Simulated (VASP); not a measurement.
Set up this calculation in VASP 6.6.1, as the native input.

* Task: single point
* Functional: LDA
* Potentials or basis: VASP PAW LDA potentials, release 64 (Si)
* Cutoff: 520 eV
* k mesh: 2 × 2 × 2
* Occupations: fermi-dirac, width 0.02 eV
* Spin: no spin polarisation
* Dipole correction: no
* Further INCAR settings: LREAL = Auto; ALGO = Normal; EDIFF = 1e-06; NBANDS = 48

The structure of Si (a cell with a defect) lies in POSCAR:

```
Si
1.0
    0.0000000000      5.4300000000      5.4300000000
    5.4300000000      0.0000000000      5.4300000000
    5.4300000000      5.4300000000      0.0000000000
Si
17
Direct
   -0.0031391344     -0.0025251381      0.0029251381
    0.1227108656      0.1237005525      0.1308311234
   -0.0006024862      0.0006697053      0.5001115101
    0.1229209945      0.1235815838      0.6229602210
   -0.0036099448      0.5038222836      0.0033338858
    0.1262489871      0.6253162063      0.1243935543
   -0.0034055249      0.5036674033      0.4967558011
    0.1225624309      0.6314259669      0.6231742173
    0.5026363720     -0.0025639963      0.0030365562
    0.6243523941      0.1266175875      0.1245619705
    0.5027732044     -0.0026569982      0.4968980663
    0.6301072744      0.1235735727      0.6231571823
    0.4998089319      0.5003709945     -0.0000444751
    0.6239061694      0.6252916206      0.1245385820
    0.5026806630      0.5035957643      0.4969103131
    0.6240920810      0.6252171271      0.6263180479
    0.2493127072      0.2509659300      0.7500066298
```

The input as run:

INCAR

```
SYSTEM = Si
PREC = Accurate
ENCUT = 520
EDIFF = 1E-6
ISMEAR = -1
SIGMA = 0.02
LREAL = Auto
LASPH = .TRUE.
NELM = 60
ALGO = Normal
ISIF = 2
LWAVE = .FALSE.
LCHARG = .TRUE.
LELF = .TRUE.
LVHAR = .TRUE.
NBANDS = 48
```

KPOINTS

```
Automatic mesh
0
G
  2 2 2
  0 0 0
```

Potentials or basis: VASP PAW LDA potentials, release 64 (Si).

Run with:

```console
$ cat potpaw_LDA.64/Si/POTCAR > POTCAR
$ mpirun -np 1 vasp_std > vasp.out
```

Results of the run:

The pressure is 1.7 GPa. The largest force is 0.022 eV/Å. The band gap on the k mesh is zero (band 34 reaches 6.81 eV, above the bottom of band 35 at 6.57 eV).

Caveat: the k points lie up to 0.50 Å⁻¹ apart.

It took 2.1 min on 1 thread of Intel(R) Xeon(R) 6975P-C (Granite Rapids), with other jobs on the host, peak memory 0.36 GiB.
